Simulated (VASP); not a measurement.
# Os (Fd-3m) in VASP: notebook, part 2 of 2

VASP 6.6.1.

### 4 Single point, LDA (volume scaled by 0.84)

INCAR reads:

```
SYSTEM = Os
ALGO = Normal
EDIFF = 1E-6
ENCUT = 520
GGA = CA
ISIF = 2
ISMEAR = -1
LASPH = .True.
LCHARG = .False.
LREAL = .False.
LWAVE = .False.
NBANDS = 15
NELM = 80
PREC = Accurate
SIGMA = 0.05
```

KPOINTS reads:

```
k-points
0
Gamma
  13 13 13
  0 0 0
```

POSCAR reads:

```
Os
1.0
    0.0000000000      2.5813294558      2.5813294558
    2.5813294558      0.0000000000      2.5813294558
    2.5813294558      2.5813294558      0.0000000000
Os
2
Direct
   -0.1250000000     -0.1250000000     -0.1250000000
    0.1250000000      0.1250000000      0.1250000000
```

Potentials or basis: VASP PAW LDA potentials, release 64 (Os).

Launch:

```
$ cat potpaw_LDA.64/Os/POTCAR > POTCAR
$ mpirun -np 1 vasp_std > vasp.out
```

OUTCAR:

```text
SYSTEM = Os
   EDIFF = 1E-6
   ENCUT = 520
   GGA = CA
   ISIF = 2
   ISMEAR = -1
   LASPH = .True.
   LREAL = .False.
   NELM = 80
   PREC = Accurate

 ion  position               nearest neighbor table
   1  0.875  0.875  0.875-   2 2.24   2 2.24   2 2.24   2 2.24
   2  0.125  0.125  0.125-   1 2.24   1 2.24   1 2.24   1 2.24

  LATTYP: Found a face centered cubic cell.
 ALAT       =     5.1626589116

  Lattice vectors:

 A1 = (   0.0000000000,   2.5813294558,   2.5813294558)
 A2 = (   2.5813294558,   0.0000000000,   2.5813294558)
 A3 = (   2.5813294558,   2.5813294558,   0.0000000000)

Analysis of symmetry for initial positions (statically):
=====================================================================
 Subroutine PRICEL returns:
 Original cell was already a primitive cell.

 Routine SETGRP: Setting up the symmetry group for a
 face centered cubic supercell.

 Subroutine GETGRP returns: Found 48 space group operations
 (whereof 12 operations were pure point group operations)
 out of a pool of 48 trial point group operations.

The static configuration has the point symmetry D_3d.
 The point group associated with its full space group is O_h .

Analysis of symmetry for dynamics (positions and initial velocities):
=====================================================================
 Subroutine PRICEL returns:
 Original cell was already a primitive cell.

 Routine SETGRP: Setting up the symmetry group for a
 face centered cubic supercell.

 Subroutine GETGRP returns: Found 48 space group operations
 (whereof 12 operations were pure point group operations)
 out of a pool of 48 trial point group operations.

The dynamic configuration has the point symmetry D_3d.
 The point group associated with its full space group is O_h .

 Subroutine INISYM returns: Found 48 space group operations
 (whereof 12 operations are pure point group operations),
 and found     1 'primitive' translations

----------------------------------------------------------------------------------------

[... 116 lines left out ...]
   LORBIT       =      0    0 simple, 1 ext, 2 COOP (PROOUT), +10 PAW based schemes
   GGA     = CA    functional components
   LHFCALC =     F    Hartree Fock is set to
   AEXX    =    0.0000 exact exchange contribution
   IVDW    =     0    specifies the selected vdW correction
   LEPSILON=     F    determine dielectric tensor
   LRPA    =     F    only Hartree local field effects (RPA)
 non-spin polarized calculation
  energy-cutoff  :      520.00
  volume of cell :       34.40
 maximum number of plane-waves:       942
   NGX = 13   NGY = 13   NGZ = 13

 number of electron      16.0000000 magnetization

 Free energy of the ion-electron system (eV)
  ---------------------------------------------------
  ext. energy  EPLUGINS =         0.00000000
  ---------------------------------------------------
  free energy    TOTEN  =       -21.47135858 eV

  energy without entropy =      -21.46308844  energy(sigma->0) =      -21.46722351

 E-fermi :   6.7596     XC(G=0): -12.5754

 val. band max:        6.7184681494   @ k =  -0.4615   0.1538   0.0769
 cond. band min:       6.8026384098   @ k =   0.2308   0.2308   0.0000
 fundamental gap:      0.0841702604
 Fermi energy:         6.7595863348

 k-point     1 :       0.0000    0.0000    0.0000
  band No.  band energies     occupation
      1      -2.1533      2.00000
      2       1.1563      2.00000
      3       1.1563      2.00000
      4       2.3995      2.00000
      5       2.3995      2.00000
      6       2.3995      2.00000
      7       6.0851      2.00000
      8       6.0851      2.00000
      9       6.0851      2.00000
     10      10.3853      0.00000
     11      10.3853      0.00000
     12      18.6345      0.00000
     13      19.6285      0.00000
     14      20.2001      0.00000
[... 401 lines left out ...]
      2       0.7960      2.00000
      3       1.6481      2.00000
      4       1.7685      2.00000
      5       2.2719      2.00000
      6       3.1892      2.00000
      7       4.9539      2.00000
      8       6.6347      1.84789
      9       7.2315      0.00016
     10       8.9948      0.00000
     11      10.0026      0.00000
     12      11.3393      0.00000
     13      16.5209      0.00000
     14      16.9072      0.00000
     15      18.3207      0.00000

 [... further k-points ...]
[... 5 lines left out ...]
  --------------------------------------------------------------------------------------
  -------------------------------------------------------------------------------------
  Total       11.9965968     11.9965968     11.9965968      0.0000000      0.0000000      0.0000000
  in kB      558.7381637    558.7381637    558.7381637      0.0000000      0.0000000      0.0000000
  external PRESSURE =     558.7381637 kB  Pullay stress =       0.0000000 kB

 VOLUME and BASIS-vectors are now :
 -----------------------------------------------------------------------------
  energy-cutoff  :      520.00
  volume of cell :       34.40
      direct lattice vectors                 reciprocal lattice vectors
     0.000000000  2.581329456  2.581329456    -0.193698638  0.193698638  0.193698638
     2.581329456  0.000000000  2.581329456     0.193698638 -0.193698638  0.193698638
     2.581329456  2.581329456  0.000000000     0.193698638  0.193698638 -0.193698638

 POSITION                                       TOTAL-FORCE (eV/Angst)
 -----------------------------------------------------------------------------------
      4.51733      4.51733      4.51733         0.000000     -0.000000     -0.000000
      0.64533      0.64533      0.64533        -0.000000      0.000000      0.000000
 -----------------------------------------------------------------------------------
    total drift:                                0.000000     -0.000000     -0.000000

  FREE ENERGIE OF THE ION-ELECTRON SYSTEM (eV)
  ---------------------------------------------------
  free  energy   TOTEN  =       -21.4713585762 eV

  energy  without entropy=      -21.4630884395  energy(sigma->0) =      -21.46722351
```

Wall time 24 s (1 thread of Intel Xeon Platinum 8488C (Sapphire Rapids), shared host); peak memory 0.16 GiB.

What came out:

```
Free energy            : -21.4714 eV
Pressure               : 55.9 GPa
Band gap on the k mesh : zero (band 8 reaches 7.51 eV, above the bottom of band 9 at 6.02 eV)
```

Levels at points of the mesh, in eV from the Fermi level:
| k point | band 6 | band 7 | band 8 | band 9 | band 10 | band 11 |
| --- | --- | --- | --- | --- | --- | --- |
| (0.00, 0.00, 0.00) | -4.36 | -0.67 | -0.67 | -0.67 | 3.63 | 3.63 |

Caveat: spin-orbit coupling is left out, which moves the levels of the heavy elements.

### 5 Single point, LDA (volume scaled by 0.92)

INCAR reads:

```
PREC     = Accurate       # precision mode
ENCUT    = 520            # plane-wave cutoff, eV
EDIFF    = 1E-6           # SCF threshold, eV
ISMEAR   = -1             # smearing method
SIGMA    = 0.05           # smearing width, eV
LREAL    = False          # projectors in reciprocal space
LASPH    = True           # aspherical terms in the spheres
NELM     = 80             # most SCF steps
ALGO     = Normal         # electronic algorithm
ISIF     = 2              # what is computed and relaxed
LWAVE    = False          # write WAVECAR
LCHARG   = True           # write CHGCAR
LELF     = True           # ELF
LVHAR    = True         
NBANDS   = 15             # bands
```

KPOINTS reads:

```
Automatic mesh
0
Gamma
  13 13 13
```

POSCAR reads:

```
Os
1.0
    0.0000000000      2.6608044056      2.6608044056
    2.6608044056      0.0000000000      2.6608044056
    2.6608044056      2.6608044056      0.0000000000
Os
2
Direct
   -0.1250000000     -0.1250000000     -0.1250000000
    0.1250000000      0.1250000000      0.1250000000
```

Launch:

```
$ cat potpaw_LDA.64/Os/POTCAR > POTCAR
$ mpirun -np 1 vasp_std > vasp.out
```

It took 22 s on 1 thread of Intel Xeon Platinum 8488C (Sapphire Rapids), shared host; peak memory 0.16 GiB.

Results (log left out):

* Free energy: -22.2362 eV
* Pressure: 21.1 GPa
* Band gap on the k mesh: zero (band 8 reaches 6.32 eV, above the bottom of band 9 at 4.96 eV)

Levels at points of the mesh, in eV from the Fermi level:
| k point | band 6 | band 7 | band 8 | band 9 | band 10 | band 11 |
| --- | --- | --- | --- | --- | --- | --- |
| (0.00, 0.00, 0.00) | -3.99 | -0.62 | -0.62 | -0.62 | 3.14 | 3.14 |

Caveat: spin-orbit coupling is left out, which moves the levels of the heavy elements.

### 6 Single point, LDA (volume scaled by 0.92)

INCAR reads:

```
SYSTEM = Os
PREC     = Accurate       ! precision mode
ENCUT    = 520            ! plane-wave cutoff, eV
EDIFF    = 1E-6           ! SCF threshold, eV
ISMEAR   = -1             ! smearing method
SIGMA    = 0.05           ! smearing width, eV
LREAL    = .False.        ! projectors in reciprocal space
LASPH    = .True.         ! aspherical terms in the spheres
NELM     = 100            ! most SCF steps
ALGO     = Normal         ! electronic algorithm
ISIF     = 2              ! what is computed and relaxed
LWAVE    = .False.        ! write WAVECAR
LCHARG   = .True.         ! write CHGCAR
GGA      = CA             ! functional
LELF     = .True.         ! ELF
LVHAR    = .True.       
NBANDS   = 15             ! bands
```

KPOINTS reads:

```
Automatic mesh
0
Gamma
  13 13 13
  0 0 0
```

POSCAR is that of step 5.

Potentials or basis: VASP PAW LDA potentials, release 64 (Os).

Launch:

```
$ cat potpaw_LDA.64/Os/POTCAR > POTCAR
$ mpirun -np 1 vasp_std > vasp.out
```

OUTCAR:

```text
SYSTEM = Os
   PREC = Accurate
   ENCUT = 520
   EDIFF = 1E-6
   ISMEAR = -1
   LREAL = .False.
   LASPH = .True.
   NELM = 100
   ISIF = 2
   GGA = CA

 ion  position               nearest neighbor table
   1  0.875  0.875  0.875-   2 2.30   2 2.30   2 2.30   2 2.30
   2  0.125  0.125  0.125-   1 2.30   1 2.30   1 2.30   1 2.30

  LATTYP: Found a face centered cubic cell.
 ALAT       =     5.3216088112

  Lattice vectors:

 A1 = (   0.0000000000,   2.6608044056,   2.6608044056)
[... 610 lines left out ...]
     10       7.5955      0.00000
     11       8.4862      0.00000
     12       9.7660      0.00000
     13      14.6419      0.00000
     14      14.9679      0.00000
     15      16.6806      0.00000

 [... further k-points ...]
[... 5 lines left out ...]
  --------------------------------------------------------------------------------------
  -------------------------------------------------------------------------------------
  Total        4.9625705      4.9625705      4.9625705      0.0000000     -0.0000000      0.0000000
  in kB      211.0320547    211.0320547    211.0320547      0.0000000     -0.0000000      0.0000000
  external PRESSURE =     211.0320547 kB  Pullay stress =       0.0000000 kB

 VOLUME and BASIS-vectors are now :
 -----------------------------------------------------------------------------
  energy-cutoff  :      520.00
  volume of cell :       37.68
      direct lattice vectors                 reciprocal lattice vectors
     0.000000000  2.660804406  2.660804406    -0.187913098  0.187913098  0.187913098
     2.660804406  0.000000000  2.660804406     0.187913098 -0.187913098  0.187913098
     2.660804406  2.660804406  0.000000000     0.187913098  0.187913098 -0.187913098

 POSITION                                       TOTAL-FORCE (eV/Angst)
 -----------------------------------------------------------------------------------
      4.65641      4.65641      4.65641         0.000000      0.000000      0.000000
      0.66520      0.66520      0.66520        -0.000000     -0.000000     -0.000000
 -----------------------------------------------------------------------------------
    total drift:                                0.000000     -0.000000     -0.000000

  FREE ENERGIE OF THE ION-ELECTRON SYSTEM (eV)
  ---------------------------------------------------
  free  energy   TOTEN  =       -22.2362201050 eV

  energy  without entropy=      -22.2263589232  energy(sigma->0) =      -22.23128951
```

stdout:

```text
POSCAR found type information on POSCAR Os
 POSCAR found :  1 types and       2 ions
 scaLAPACK will be used
 LDA part: xc-table for (Slater(with rela. corr.)+CA(PZ))
 , standard interpolation
 POSCAR, INCAR and KPOINTS ok, starting setup
 FFT: planning ... GRIDC
 FFT: planning ... GRID_SOFT
 FFT: planning ... GRID
 WAVECAR not read
 entering main loop
```

It took 30 s on 1 thread of Intel Xeon Platinum 8488C (Sapphire Rapids), shared host; peak memory 0.17 GiB.

Results:

- Free energy: -22.2362 eV
- Pressure: 21.1 GPa
- Band gap on the k mesh: zero (band 8 reaches 6.32 eV, above the bottom of band 9 at 4.96 eV)

Caveat: spin-orbit coupling is left out, which moves the levels of the heavy elements.

### 7 Overview

| cell | gap on the mesh (eV) | pressure (GPa) |
| --- | --- | --- |
| a = 3.531 Å, angles 60.0°, 2 atoms | none | 109.6 |
| a = 3.651 Å, angles 60.0°, 2 atoms | none | 55.9 |
| a = 3.763 Å, angles 60.0°, 2 atoms | none | 21.1 |

Alike in all rows: task single point; level LDA; potentials or basis VASP PAW LDA potentials, release 64 (Os); no spin polarisation; k mesh 13 × 13 × 13; cutoff (eV) 520; smearing fermi-dirac 0.05 eV.

Caveats: spin-orbit coupling is left out, which moves the levels of the heavy elements.

Total energies depend on the potentials used, so only differences within one code and one set of settings carry meaning.
